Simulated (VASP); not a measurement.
# Gd3S (Pm-3m) in VASP: single point with PBE

Aim: the single point of Gd3S with PBE.

All numbers are computed with VASP 6.6.1; they aren't measurements. Logs are shortened: lines on timing, memory, paths and dates and some standing lists are left out, and cuts for length are marked.

### Step 1. The cell of the first run

The structure is cubic, space group Pm-3m (No. 221). The conventional cell has a = 4.828 Å, b = 4.828 Å, c = 4.828 Å, α = 90.00°, β = 90.00°, γ = 90.00°. Gd (site symmetry 4/mmm) has 2 S at 2.41 Å within 3.2 Å. Within 3.2 Å of S (site symmetry m-3m) lie 6 Gd at 2.41 Å.

### Step 2. Single point, PBE, collinear spin, ferromagnetic start

Contents of INCAR:

```
PREC = Accurate
ENCUT = 520
EDIFF = 1E-6
ISMEAR = 0
SIGMA = 0.1
LREAL = False
LASPH = True
NELM = 150
ALGO = Normal
ISIF = 2
LWAVE = False
LCHARG = False
ISPIN = 2
MAGMOM = 7 7 7 0
LORBIT = 11
LMAXMIX = 6
GGA = PE
NBANDS = 42
```

Contents of KPOINTS:

```
Automatic mesh
0
Gamma
  4 4 4
```

Contents of POSCAR:

```
Gd3S
1.0
    4.8275611400      0.0000000000      0.0000000000
    0.0000000000      4.8275611400      0.0000000000
    0.0000000000      0.0000000000      4.8275611400
Gd S
3 1
Direct
    0.0000000000      0.5000000000      0.5000000000
    0.5000000000      0.0000000000      0.5000000000
    0.5000000000      0.5000000000      0.0000000000
    0.5000000000      0.5000000000      0.5000000000
```

Potentials or basis: VASP PAW PBE potentials, release 64 (Gd, S).

Launch:

```
$ cat potpaw_PBE.64/Gd/POTCAR potpaw_PBE.64/S/POTCAR > POTCAR
$ mpirun -np 1 vasp_std > vasp.out
```

OUTCAR:

```text
PREC = Accurate
   ENCUT = 520
   EDIFF = 1E-6
   ISMEAR = 0
   LREAL = False
   LASPH = True
   NELM = 150
   ISIF = 2
   ISPIN = 2
   LORBIT = 11
   GGA = PE

 ion  position               nearest neighbor table
   1  0.000  0.500  0.500-   4 2.41   4 2.41   2 3.41   3 3.41   2 3.41   2 3.41   3 3.41   3 3.41
                             3 3.41   2 3.41
   2  0.500  0.000  0.500-   4 2.41   4 2.41   1 3.41   3 3.41   1 3.41   3 3.41   3 3.41   3 3.41
                             1 3.41   1 3.41
   3  0.500  0.500  0.000-   4 2.41   4 2.41   1 3.41   1 3.41   2 3.41   2 3.41   2 3.41   2 3.41
                             1 3.41   1 3.41
   4  0.500  0.500  0.500-   1 2.41   2 2.41   3 2.41   3 2.41   2 2.41   1 2.41

  LATTYP: Found a simple cubic cell.
 ALAT       =     4.8275611400

  Lattice vectors:

 A1 = (   4.8275611400,   0.0000000000,   0.0000000000)
 A2 = (   0.0000000000,   4.8275611400,   0.0000000000)
 A3 = (   0.0000000000,   0.0000000000,   4.8275611400)

Analysis of symmetry for initial positions (statically):
=====================================================================
 Subroutine PRICEL returns:
 Original cell was already a primitive cell.

 Routine SETGRP: Setting up the symmetry group for a
 simple cubic supercell.

 Subroutine GETGRP returns: Found 48 space group operations
 (whereof 48 operations were pure point group operations)
 out of a pool of 48 trial point group operations.

The static configuration has the point symmetry O_h .

Analysis of symmetry for dynamics (positions and initial velocities):
=====================================================================
 Subroutine PRICEL returns:
 Original cell was already a primitive cell.

 Routine SETGRP: Setting up the symmetry group for a
 simple cubic supercell.

 Subroutine GETGRP returns: Found 48 space group operations
 (whereof 48 operations were pure point group operations)
 out of a pool of 48 trial point group operations.

The dynamic configuration has the point symmetry O_h .

Analysis of structural, dynamic, and magnetic symmetry:
=====================================================================
 Subroutine PRICEL returns:
 Original cell was already a primitive cell.

 Routine SETGRP: Setting up the symmetry group for a
 simple cubic supercell.

 Subroutine GETGRP returns: Found 48 space group operations
 (whereof 48 operations were pure point group operations)
 out of a pool of 48 trial point group operations.

The overall configuration has the point symmetry O_h .

 Subroutine INISYM returns: Found 48 space group operations
 (whereof 48 operations are pure point group operations),
 and found     1 'primitive' translations

----------------------------------------------------------------------------------------

                                     Primitive cell

  volume of cell :     112.5080

  direct lattice vectors                    reciprocal lattice vectors
     4.827561140  0.000000000  0.000000000     0.207143933  0.000000000  0.000000000
     0.000000000  4.827561140  0.000000000     0.000000000  0.207143933  0.000000000
     0.000000000  0.000000000  4.827561140     0.000000000  0.000000000  0.207143933

  length of vectors
     4.827561140  4.827561140  4.827561140     0.207143933  0.207143933  0.207143933

  position of ions in fractional coordinates (direct lattice)
     0.000000000  0.500000000  0.500000000
     0.500000000  0.000000000  0.500000000
     0.500000000  0.500000000  0.000000000
     0.500000000  0.500000000  0.500000000

  ion indices of the primitive-cell ions
   primitive index   ion index
                 1           1
                 2           2
                 3           3
                 4           4

----------------------------------------------------------------------------------------

 KPOINTS: Automatic mesh

Automatic generation of k-mesh.
 Grid dimensions read from file:
 generate k-points for:    4    4    4

 Generating k-lattice:

  Cartesian coordinates                     Fractional coordinates (reciprocal lattice)
     0.051785983  0.000000000  0.000000000     0.250000000  0.000000000  0.000000000
     0.000000000  0.051785983  0.000000000     0.000000000  0.250000000  0.000000000
     0.000000000  0.000000000  0.051785983     0.000000000  0.000000000  0.250000000

  Length of vectors
     0.051785983  0.051785983  0.051785983

  Shift w.r.t. Gamma in fractional coordinates (k-lattice)
     0.000000000  0.000000000  0.000000000

 Subroutine IBZKPT returns following result:
 ===========================================

 Found     10 irreducible k-points:

 Following reciprocal coordinates:
            Coordinates               Weight
  0.000000  0.000000  0.000000      1.000000
  0.250000  0.000000  0.000000      6.000000
  0.500000  0.000000  0.000000      3.000000
  0.250000  0.250000  0.000000     12.000000
  0.500000  0.250000  0.000000     12.000000
  0.500000  0.500000  0.000000      3.000000
  0.250000  0.250000  0.250000      8.000000
  0.500000  0.250000  0.250000     12.000000
  0.500000  0.500000  0.250000      6.000000
  0.500000  0.500000  0.500000      1.000000
   k-points           NKPTS =     10   k-points in BZ     NKDIM =     10   number of bands    NBANDS=     42
   number of dos      NEDOS =    301   number of ions     NIONS =      4
   total plane-waves  NPLWV =  46656
   dimension x,y,z NGX =    36 NGY =   36 NGZ =   36
   dimension x,y,z NGXF=    72 NGYF=   72 NGZF=   72
   ions per type =               3   1
   NGX,Y,Z   is equivalent  to a cutoff of  12.40, 12.40, 12.40 a.u.
   NGXF,Y,Z  is equivalent  to a cutoff of  24.79, 24.79, 24.79 a.u.
 SYSTEM =  unknown system
   PREC   = accura    normal or accurate (medium, high low for compatibility)
   ISTART =      0    job   : 0-new  1-cont  2-samecut
   ICHARG =      2    charge: 1-file 2-atom 10-const
   ISPIN  =      2    spin polarized calculation?
   LNONCOLLINEAR =      F non collinear calculations
   LSORBIT =      F    spin-orbit coupling
   LASPH  =      T    aspherical Exc in radial PAW
   ENCUT  =  520.0 eV  38.22 Ry    6.18 a.u.   8.98  8.98  8.98*2*pi/ulx,y,z
   NELM   =    150;   NELMIN=  2; NELMDL= -5     # of ELM steps
   EDIFF  = 0.1E-05   stopping-criterion for ELM
   LREAL  =      F    real-space projection
   EDIFFG = 0.1E-04   stopping-criterion for IOM
   NSW    =      0    number of steps for IOM
   IBRION =     -1    ionic relax: 0-MD 1-quasi-New 2-CG
   NFREE  =      0    steps in history (QN), initial steepest desc. (CG)
   ISIF   =      2    stress and relaxation
   ISYM   =      2    0-nonsym 1-usesym 2-fastsym
   POTIM  = 0.5000    time-step for ionic-motion
   TEBEG  =    0.0;   TEEND  =   0.0 temperature during run
   PSTRESS=    0.0 pullay stress
   NELECT =      60.0000    total number of electrons
   NUPDOWN=      -1.0000    fix difference up-down
   EMIN   =  10.00;   EMAX   =-10.00  energy-range for DOS
   EFERMI =   0.00;   METHOD = LEGACY
   ISMEAR =     0;   SIGMA  =   0.10  broadening in eV -4-tet -1-fermi 0-gaus
   EFERMI_NEDOS =   21; number of points for ismear=-14 and -15
   IALGO  =     38    algorithm
   IMIX   =      4    mixing-type and parameters
     AMIX     =   0.40;   BMIX     =  1.00
     AMIX_MAG =   1.60;   BMIX_MAG =  1.00
  volume/ion in A,a.u.               =      28.13       189.81
  Fermi-wavevector in a.u.,A,eV,Ry     =   1.327590  2.508782 23.980221  1.762497
  Thomas-Fermi vector in A             =   2.456891
   LORBIT       =     11    0 simple, 1 ext, 2 COOP (PROOUT), +10 PAW based schemes
   GGA     = PE    functional components
   LHFCALC =     F    Hartree Fock is set to
   AEXX    =    0.0000 exact exchange contribution
   IVDW    =     0    specifies the selected vdW correction
   LEPSILON=     F    determine dielectric tensor
   LRPA    =     F    only Hartree local field effects (RPA)
 spin polarized calculation
 Gauss-broadening in eV      SIGMA  =   0.10
  energy-cutoff  :      520.00
  volume of cell :      112.51
 maximum number of plane-waves:      3060
 NGX is ok and might be reduce to    36
   NGX = 17   NGY = 17   NGZ = 17

 number of electron      59.9999940 magnetization      22.3409179

 Free energy of the ion-electron system (eV)
  ---------------------------------------------------
  ext. energy  EPLUGINS =         0.00000000
  ---------------------------------------------------
  free energy    TOTEN  =       -38.28644840 eV

  energy without entropy =      -38.25957448  energy(sigma->0) =      -38.27301144

 E-fermi :   3.4867     XC(G=0):  -9.8540

 val. band max:        3.4551368892   @ k =   0.5000   0.5000   0.2500
 cond. band min:       3.4972992155   @ k =   0.2500   0.2500   0.2500
 fundamental gap:      0.0421623264
 Fermi energy:         3.4866698055

 spin component 1

 k-point     1 :       0.0000    0.0000    0.0000
  band No.  band energies     occupation
      1     -41.4302      1.00000
      2     -41.2831      1.00000
      3     -41.2831      1.00000
      4     -19.5381      1.00000
      5     -19.5381      1.00000
      6     -19.5381      1.00000
[... 439 lines left out ...]
     41       4.1447      0.00000
     42       4.7012      0.00000
 Fermi energy:         3.4866698055

 spin component 2

 k-point     1 :       0.0000    0.0000    0.0000
  band No.  band energies     occupation
      1     -38.2837      1.00000
      2     -38.0967      1.00000
      3     -38.0967      1.00000
      4     -17.4590      1.00000
      5     -17.4590      1.00000
      6     -17.4590      1.00000
[... 439 lines left out ...]
     41       5.1163      0.00000
     42       5.7887      0.00000

------------------------ aborting loop because EDIFF is reached ----------------------------------------

  FORCE on cell =-STRESS in cart. coord.  units (eV):
  Direction    XX          YY          ZZ          XY          YZ          ZX
  --------------------------------------------------------------------------------------
  -------------------------------------------------------------------------------------
  Total       15.6723477     15.6723477     15.6723477      0.0000000      0.0000000      0.0000000
  in kB      223.1830930    223.1830930    223.1830930      0.0000000      0.0000000      0.0000000
  external PRESSURE =     223.1830930 kB  Pullay stress =       0.0000000 kB

 VOLUME and BASIS-vectors are now :
 -----------------------------------------------------------------------------
  energy-cutoff  :      520.00
  volume of cell :      112.51
      direct lattice vectors                 reciprocal lattice vectors
     4.827561140  0.000000000  0.000000000     0.207143933  0.000000000  0.000000000
     0.000000000  4.827561140  0.000000000     0.000000000  0.207143933  0.000000000
     0.000000000  0.000000000  4.827561140     0.000000000  0.000000000  0.207143933

 POSITION                                       TOTAL-FORCE (eV/Angst)
 -----------------------------------------------------------------------------------
      0.00000      2.41378      2.41378         0.000000      0.000000      0.000000
      2.41378      0.00000      2.41378         0.000000      0.000000      0.000000
      2.41378      2.41378      0.00000         0.000000      0.000000      0.000000
      2.41378      2.41378      2.41378         0.000000      0.000000      0.000000
 -----------------------------------------------------------------------------------
    total drift:                                0.000000      0.000000      0.000000

  FREE ENERGIE OF THE ION-ELECTRON SYSTEM (eV)
  ---------------------------------------------------
  free  energy   TOTEN  =       -38.2864484014 eV

  energy  without entropy=      -38.2595744770  energy(sigma->0) =      -38.27301144

 total charge

# of ion       s       p       d       f       tot
--------------------------------------------------
    1        2.052   5.602   0.739   7.026  15.419
    2        2.052   5.602   0.739   7.026  15.419
    3        2.052   5.602   0.739   7.026  15.419
    4        1.354   2.624   0.000   0.000   3.978
--------------------------------------------------
tot          7.512  19.429   2.216  21.078  50.234

 magnetization (x)

# of ion       s       p       d       f       tot
--------------------------------------------------
    1        0.007  -0.059   0.179   6.753   6.879
    2        0.007  -0.059   0.179   6.753   6.879
    3        0.007  -0.059   0.179   6.753   6.879
    4       -0.009  -0.019   0.000   0.000  -0.027
--------------------------------------------------
tot          0.012  -0.197   0.536  20.259  20.610
```

It took 8.9 min on 1 thread of Intel Xeon Platinum 8375C at 2.90GHz (Ice Lake), shared host; peak memory 0.29 GiB.

What came out:

- Free energy: -38.2864 eV
- Pressure: 22.3 GPa
- Net moment: 22.34 μB per cell
- Site moments: Gd +6.88; S -0.03 μB
- Valence electrons inside the program's atomic spheres: Gd 15.42; S 3.98

Levels at points of the mesh, in eV from the Fermi level:
Spin up:
| k point | band 40 | band 41 | band 42 |
| --- | --- | --- | --- |
| (0.00, 0.00, 0.00) | -1.85 | -1.85 | -1.04 |
| (0.50, 0.00, 0.00) | -1.53 | -0.32 | -0.32 |
| (0.50, 0.50, 0.00) | -0.49 | 0.33 | 0.46 |
| (0.50, 0.50, 0.50) | 0.66 | 0.66 | 1.21 |
Spin down:
| k point | band 15 | band 16 | band 17 | band 18 | band 19 | band 20 | band 21 | band 22 |
| --- | --- | --- | --- | --- | --- | --- | --- | --- |
| (0.00, 0.00, 0.00) | -2.96 | -2.96 | -2.76 | -1.05 | -1.05 | -1.05 | -0.04 | -0.04 |
| (0.50, 0.00, 0.00) | -3.34 | -3.34 | -1.11 | -0.88 | -0.81 | 0.10 | 0.10 | 0.76 |
| (0.50, 0.50, 0.00) | -6.31 | -3.72 | 0.06 | 0.25 | 0.25 | 0.37 | 0.37 | 0.60 |
| (0.50, 0.50, 0.50) | -6.66 | -6.66 | -0.97 | 0.54 | 0.54 | 0.54 | 0.86 | 0.86 |

Caveat: the bands computed are all filled at some k points, so no gap is given; spin-orbit coupling is left out, which moves the levels of the heavy elements; without U or exact exchange the open f shell lies at the Fermi level, which spoils levels, moments and volumes. The state reached can hang on the start; a lower one may exist.
